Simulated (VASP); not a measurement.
# BeTe (P6_3/mmc) in VASP: a series of runs

Aim: see how the results for BeTe move with the level of theory and the settings. Levels: r2SCAN, PBE. Tasks: single point, relaxation of cell and atoms.

Program: VASP 6.6.1. These are calculated values, not measurements. Logs are shortened: lines on timing, memory, paths and dates and some standing lists are left out, and cuts for length are marked.

**1. The cell of the first run**

Symmetry: P6_3/mmc, No. 194, hexagonal system. The conventional cell has a = 4.031 Å, b = 4.031 Å, c = 8.144 Å, α = 90.00°, β = 90.00°, γ = 120.00°. Within 3.1 Å of Be (site symmetry -6m2) lie 3 Te at 2.33 Å. Te (site symmetry -6m2) has 3 Be at 2.33 Å within 3.1 Å.

**2. Single point, r2SCAN**

POSCAR reads:

```
BeTe
1.0
    4.0308527429      0.0000000000      0.0000000000
   -2.0154263714      3.4908208742      0.0000000000
    0.0000000000      0.0000000000      8.1440445297
Be Te
2 2
Direct
    0.3333333333      0.6666666667      0.2500000000
    0.6666666667      0.3333333333      0.7500000000
    0.6666666667      0.3333333333      0.2500000000
    0.3333333333      0.6666666667      0.7500000000
```

INCAR.step1 reads:

```
ALGO = Normal
EDIFF = 1E-4
ENCUT = 520
GGA = PE
ISMEAR = -1
LASPH = T
LCHARG = F
LREAL = F
LWAVE = T
NBANDS = 16
NELM = 80
PREC = Accurate
SIGMA = 0.02
```

INCAR.step2 reads:

```
ALGO = Normal
EDIFF = 1E-7
ENCUT = 520
ISIF = 2
ISMEAR = -1
ISTART = 1
LASPH = T
LCHARG = F
LMIXTAU = T
LREAL = F
LWAVE = F
METAGGA = R2SCAN
NBANDS = 16
NELM = 80
PREC = Accurate
SIGMA = 0.02
```

KPOINTS reads:

```
k-points
0
Gamma
  6 6 4
```

Potentials or basis: VASP PAW PBE potentials, release 64 (Be, Te).

Command:

```sh
> cat potpaw_PBE.64/Be/POTCAR potpaw_PBE.64/Te/POTCAR > POTCAR
> cp INCAR.step1 INCAR
> mpirun -np 1 vasp_std > vasp.out
> cp INCAR.step2 INCAR
> mpirun -np 1 vasp_std > vasp.out
```

OUTCAR:

```text
EDIFF = 1E-7
   ENCUT = 520
   ISIF = 2
   ISMEAR = -1
   ISTART = 1
   LASPH = T
   LREAL = F
   METAGGA = R2SCAN
   NELM = 80
   PREC = Accurate

 ion  position               nearest neighbor table
   1  0.333  0.667  0.250-   3 2.33   3 2.33   3 2.33
   2  0.667  0.333  0.750-   4 2.33   4 2.33   4 2.33
   3  0.667  0.333  0.250-   1 2.33   1 2.33   1 2.33
   4  0.333  0.667  0.750-   2 2.33   2 2.33   2 2.33

  LATTYP: Found a hexagonal cell.
 ALAT       =     4.0308527429
 C/A-ratio  =     2.0204272022

  Lattice vectors:

 A1 = (   4.0308527429,   0.0000000000,   0.0000000000)
 A2 = (  -2.0154263714,   3.4908208742,   0.0000000000)
 A3 = (   0.0000000000,   0.0000000000,   8.1440445297)

Analysis of symmetry for initial positions (statically):
=====================================================================
 Subroutine PRICEL returns:
 Original cell was already a primitive cell.

 Routine SETGRP: Setting up the symmetry group for a
 hexagonal supercell.

 Subroutine GETGRP returns: Found 24 space group operations
 (whereof 12 operations were pure point group operations)
 out of a pool of 24 trial point group operations.

The static configuration has the point symmetry D_3d.
 The point group associated with its full space group is D_6h.

Analysis of symmetry for dynamics (positions and initial velocities):
=====================================================================
 Subroutine PRICEL returns:
 Original cell was already a primitive cell.

 Routine SETGRP: Setting up the symmetry group for a
 hexagonal supercell.

 Subroutine GETGRP returns: Found 24 space group operations
 (whereof 12 operations were pure point group operations)
 out of a pool of 24 trial point group operations.

The dynamic configuration has the point symmetry D_3d.
 The point group associated with its full space group is D_6h.

 Subroutine INISYM returns: Found 24 space group operations
 (whereof 12 operations are pure point group operations),
 and found     1 'primitive' translations

----------------------------------------------------------------------------------------

                                     Primitive cell

  volume of cell :     114.5947

  direct lattice vectors                    reciprocal lattice vectors
     4.030852743  0.000000000  0.000000000     0.248086463  0.143232786  0.000000000
    -2.015426371  3.490820874  0.000000000     0.000000000  0.286465572  0.000000000
     0.000000000  0.000000000  8.144044530     0.000000000  0.000000000  0.122789113

  length of vectors
     4.030852743  4.030852743  8.144044530     0.286465572  0.286465572  0.122789113

  position of ions in fractional coordinates (direct lattice)
     0.333333333  0.666666667  0.250000000
     0.666666667  0.333333333  0.750000000
     0.666666667  0.333333333  0.250000000
     0.333333333  0.666666667  0.750000000

  ion indices of the primitive-cell ions
   primitive index   ion index
                 1           1
                 2           2
                 3           3
                 4           4

----------------------------------------------------------------------------------------

 KPOINTS: k-points

Automatic generation of k-mesh.
 Grid dimensions read from file:
 generate k-points for:    6    6    4

 Generating k-lattice:

  Cartesian coordinates                     Fractional coordinates (reciprocal lattice)
     0.041347744  0.023872131  0.000000000     0.166666667  0.000000000  0.000000000
     0.000000000  0.047744262  0.000000000     0.000000000  0.166666667  0.000000000
     0.000000000  0.000000000  0.030697278     0.000000000  0.000000000  0.250000000

  Length of vectors
     0.047744262  0.047744262  0.030697278

  Shift w.r.t. Gamma in fractional coordinates (k-lattice)
     0.000000000  0.000000000  0.000000000

 Subroutine IBZKPT returns following result:
 ===========================================

 Found     21 irreducible k-points:

 Following reciprocal coordinates:
            Coordinates               Weight
  0.000000  0.000000  0.000000      1.000000
  0.166667 -0.000000  0.000000      6.000000
  0.333333  0.000000  0.000000      6.000000
  0.500000 -0.000000  0.000000      3.000000
  0.166667  0.166667  0.000000      6.000000
  0.333333  0.166667  0.000000     12.000000
[... 13 lines left out ...]
  0.333333  0.166667  0.500000     12.000000
  0.333333  0.333333  0.500000      2.000000
   k-points           NKPTS =     21   k-points in BZ     NKDIM =     21   number of bands    NBANDS=     16
   number of dos      NEDOS =    301   number of ions     NIONS =      4
   total plane-waves  NPLWV =  57600
   dimension x,y,z NGX =    30 NGY =   30 NGZ =   64
   dimension x,y,z NGXF=    60 NGYF=   60 NGZF=  128
   ions per type =               2   2
   NGX,Y,Z   is equivalent  to a cutoff of  12.37, 12.37, 13.06 a.u.
   NGXF,Y,Z  is equivalent  to a cutoff of  24.75, 24.75, 26.13 a.u.
 SYSTEM =  unknown system
   PREC   = accura    normal or accurate (medium, high low for compatibility)
   ISTART =      1    job   : 0-new  1-cont  2-samecut
   ICHARG =      0    charge: 1-file 2-atom 10-const
   ISPIN  =      1    spin polarized calculation?
   LNONCOLLINEAR =      F non collinear calculations
   LSORBIT =      F    spin-orbit coupling
   LASPH  =      T    aspherical Exc in radial PAW
   ENCUT  =  520.0 eV  38.22 Ry    6.18 a.u.   7.49  7.49 15.14*2*pi/ulx,y,z
   NELM   =     80;   NELMIN=  2; NELMDL=  0     # of ELM steps
   EDIFF  = 0.1E-06   stopping-criterion for ELM
   LREAL  =      F    real-space projection
   EDIFFG = 0.1E-05   stopping-criterion for IOM
   NSW    =      0    number of steps for IOM
   IBRION =     -1    ionic relax: 0-MD 1-quasi-New 2-CG
   NFREE  =      0    steps in history (QN), initial steepest desc. (CG)
   ISIF   =      2    stress and relaxation
   ISYM   =      2    0-nonsym 1-usesym 2-fastsym
   POTIM  = 0.5000    time-step for ionic-motion
   TEBEG  =    0.0;   TEEND  =   0.0 temperature during run
   PSTRESS=    0.0 pullay stress
   NELECT =      16.0000    total number of electrons
   NUPDOWN=      -1.0000    fix difference up-down
   EMIN   =  10.00;   EMAX   =-10.00  energy-range for DOS
   EFERMI =   0.00;   METHOD = LEGACY
   ISMEAR =    -1;   SIGMA  =   0.02  broadening in eV -4-tet -1-fermi 0-gaus
   EFERMI_NEDOS =   21; number of points for ismear=-14 and -15
   IALGO  =     38    algorithm
   IMIX   =      4    mixing-type and parameters
     AMIX     =   0.40;   BMIX     =  1.00
     AMIX_MAG =   1.60;   BMIX_MAG =  1.00
  volume/ion in A,a.u.               =      28.65       193.33
  Fermi-wavevector in a.u.,A,eV,Ry     =   0.849298  1.604940  9.813972  0.721307
  Thomas-Fermi vector in A             =   1.965096
   LORBIT       =      0    0 simple, 1 ext, 2 COOP (PROOUT), +10 PAW based schemes
   METAGGA = R2SCAN    functional components
   LHFCALC =     F    Hartree Fock is set to
   AEXX    =    0.0000 exact exchange contribution
   IVDW    =     0    specifies the selected vdW correction
   LEPSILON=     F    determine dielectric tensor
   LRPA    =     F    only Hartree local field effects (RPA)
 non-spin polarized calculation
  energy-cutoff  :      520.00
  volume of cell :      114.59
 maximum number of plane-waves:      3114
 NGX is ok and might be reduce to    30
   NGX = 15   NGY = 15   NGZ = 31

 number of electron      16.0000001 magnetization

 Free energy of the ion-electron system (eV)
  ---------------------------------------------------
  ext. energy  EPLUGINS =         0.00000000
  ---------------------------------------------------
  free energy    TOTEN  =       -60.44295282 eV

  energy without entropy =      -60.44295282  energy(sigma->0) =      -60.44295282

 E-fermi :   2.5944     XC(G=0):  -8.2710

 val. band max:        2.1183900916   @ k =   0.3333   0.1667   0.0000
 cond. band min:       5.1826083027   @ k =   0.5000  -0.0000   0.2500
 fundamental gap:      3.0642182112
 Fermi energy:         2.5943614745

 k-point     1 :       0.0000    0.0000    0.0000
  band No.  band energies     occupation
      1      -9.4153      2.00000
      2      -9.1037      2.00000
      3      -0.9454      2.00000
      4       1.4209      2.00000
      5       1.4209      2.00000
      6       1.4301      2.00000
[... 8 lines left out ...]
     15       8.0307      0.00000
     16       9.2944      0.00000

 k-point     2 :       0.1667   -0.0000    0.0000
  band No.  band energies     occupation
      1      -9.2051      2.00000
      2      -8.9124      2.00000
      3      -0.6429      2.00000
      4       0.0506      2.00000
      5       0.2567      2.00000
      6       0.9479      2.00000
[... 8 lines left out ...]
     15       8.5500      0.00000
     16       8.9622      0.00000

 k-point     3 :       0.3333    0.0000    0.0000
  band No.  band energies     occupation
      1      -8.6865      2.00000
      2      -8.4661      2.00000
      3      -1.8617      2.00000
      4      -1.6639      2.00000
      5       0.1916      2.00000
      6       0.2504      2.00000
[... 8 lines left out ...]
     15      10.6801      0.00000
     16      10.7471      0.00000

 k-point     4 :       0.5000   -0.0000    0.0000
  band No.  band energies     occupation
      1      -8.3295      2.00000
      2      -8.2140      2.00000
      3      -2.6810      2.00000
      4      -2.5257      2.00000
      5      -0.0296      2.00000
      6       0.2078      2.00000
[... 8 lines left out ...]
     15      10.2990      0.00000
     16      10.8429      0.00000
[... 267 lines left out ...]
 k-point    19 :       0.1667    0.1667    0.5000
  band No.  band energies     occupation
      1      -8.7157      2.00000
      2      -8.7157      2.00000
      3      -1.1675      2.00000
      4      -1.1675      2.00000
      5       0.1449      2.00000
      6       0.1449      2.00000
[... 8 lines left out ...]
     15      10.4796      0.00000
     16      10.4796      0.00000

 k-point    20 :       0.3333    0.1667    0.5000
  band No.  band energies     occupation
      1      -8.2824      2.00000
      2      -8.2824      2.00000
      3      -2.2823      2.00000
      4      -2.2823      2.00000
      5      -0.6147      2.00000
      6      -0.6147      2.00000
[... 8 lines left out ...]
     15      10.5578      0.00000
     16      10.5578      0.00000

 k-point    21 :       0.3333    0.3333    0.5000
  band No.  band energies     occupation
      1      -8.1195      2.00000
      2      -8.1195      2.00000
      3      -2.1447      2.00000
      4      -2.1447      2.00000
      5      -1.5504      2.00000
      6      -1.5504      2.00000
[... 8 lines left out ...]
     15      10.5002      0.00000
     16      10.5002      0.00000

------------------------ aborting loop because EDIFF is reached ----------------------------------------

  FORCE on cell =-STRESS in cart. coord.  units (eV):
  Direction    XX          YY          ZZ          XY          YZ          ZX
  --------------------------------------------------------------------------------------
  -------------------------------------------------------------------------------------
  Total        0.0589184      0.0589184     -0.0048994      0.0000000      0.0000000      0.0000000
  in kB        0.8237528      0.8237528     -0.0685000      0.0000000      0.0000000      0.0000000
  external PRESSURE =       0.5263352 kB  Pullay stress =       0.0000000 kB

 VOLUME and BASIS-vectors are now :
 -----------------------------------------------------------------------------
  energy-cutoff  :      520.00
  volume of cell :      114.59
      direct lattice vectors                 reciprocal lattice vectors
     4.030852743  0.000000000  0.000000000     0.248086463  0.143232786  0.000000000
    -2.015426371  3.490820874  0.000000000     0.000000000  0.286465572  0.000000000
     0.000000000  0.000000000  8.144044530     0.000000000  0.000000000  0.122789113

 POSITION                                       TOTAL-FORCE (eV/Angst)
 -----------------------------------------------------------------------------------
     -0.00000      2.32721      2.03601         0.000000     -0.000000      0.000000
      2.01543      1.16361      6.10803        -0.000000      0.000000      0.000000
      2.01543      1.16361      2.03601         0.000000     -0.000000      0.000000
     -0.00000      2.32721      6.10803        -0.000000      0.000000      0.000000
 -----------------------------------------------------------------------------------
    total drift:                                0.000000     -0.000000      0.000000

  FREE ENERGIE OF THE ION-ELECTRON SYSTEM (eV)
  ---------------------------------------------------
  free  energy   TOTEN  =       -60.4429528191 eV

  energy  without entropy=      -60.4429528191  energy(sigma->0) =      -60.44295282
```

Wall time 3.1 min (1 thread of Intel Xeon Platinum 8259CL at 2.50GHz (Skylake/Cascade Lake), shared host); peak memory 0.26 GiB.

Results:

* Free energy: -60.4430 eV
* Pressure: 0.1 GPa
* Band gap on the k mesh: 3.06 eV, indirect (least direct gap 3.22 eV)

Levels at points of the mesh, in eV from the valence-band top:
```tsv
k point	band 4	band 5	band 6	band 7	band 8	band 9	band 10	band 11	band 12	band 13
(0.00, 0.00, 0.00)	-0.70	-0.70	-0.69	-0.51	-0.51	4.18	4.19	4.97	4.97	5.33
(0.50, 0.00, 0.00)	-4.64	-2.15	-1.91	-1.15	-0.10	3.23	3.45	4.02	4.59	7.73
(0.00, 0.00, 0.50)	-2.09	-0.61	-0.61	-0.61	-0.61	4.42	4.42	5.14	5.14	5.14
(0.50, 0.00, 0.50)	-4.75	-2.03	-2.03	-0.49	-0.49	3.27	3.27	3.74	3.74	8.95
```

Caveat: the PAW data sets were made with another functional, which shifts forces and pressure a little; spin-orbit coupling is left out, which moves the levels of the heavy elements. A k mesh can miss the band edges.

[end of part 1 of 2]
